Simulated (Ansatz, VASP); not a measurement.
# GaAs: VASP beside Ansatz

Contents of INCAR:

```
PREC = Accurate ; ENCUT = 520
EDIFF = 1E-7 ; ISMEAR = -1
SIGMA = 0.02 ; LREAL = False
LASPH = True ; NELM = 100
ALGO = Normal ; ISIF = 2
LWAVE = False ; LCHARG = True
GGA = PE ; LELF = True
LVHAR = True ; NBANDS = 26
```

Contents of KPOINTS:

```
Automatic mesh
0
Gamma
  8 5 8
```

The input POSCAR:

```
GaAs
1.0
   -2.8723074168      2.8723074168      0.0000000000
    0.0000000000      0.0000000000      5.7446148335
    2.8723074168      2.8723074168      0.0000000000
Ga As
2 2
Direct
    0.0000000000      0.0000000000      0.0000000000
    0.5000000000      0.5000000000      0.5000000000
    0.0000000000      0.2500000000      0.5000000000
    0.5000000000      0.7500000000      0.0000000000
```

Input for Ansatz:

```yaml
crystal:
  lattice:
    - [-2.8723074168, 2.8723074168, 0.0]
    - [0.0, 0.0, 5.7446148335]
    - [2.8723074168, 2.8723074168, 0.0]
  atoms:
    - { symbol: Ga, position: [0.0, 0.0, 0.0] }
    - { symbol: Ga, position: [0.5, 0.5, 0.5] }
    - { symbol: As, position: [0.0, 0.25, 0.5] }
    - { symbol: As, position: [0.5, 0.75, 0.0] }
kpoints:
  mp_grid: { grid: [8, 5, 8] }
scf:
  occupations: { method: fermi_dirac, width: 0.02 }
hamiltonian:
  xc: pbe
  pseudopotentials: { kind: all_electron, lapw: { basis_error: 0.001 } }
output:
  forces: true
  stress: true
  eigenvalues: true
```

Alike in both runs: task single point; functional PBE; k mesh 8 × 5 × 8; occupations fermi-dirac, width 0.02 eV; no spin polarisation.

```csv
,VASP,Ansatz
version,VASP 6.6.1,Ansatz 0.2.0
potentials or method,"VASP PAW PBE potentials, release 64 (Ga_d, As), cutoff 520 eV","all-electron LAPW, scalar-relativistic"
```

|  | VASP | Ansatz | Ansatz less VASP |
| --- | --- | --- | --- |
| pressure (GPa) | 0.2 | 0.0 | -0.16 |

Ansatz ran all-electron here, and VASP with PAW potentials.
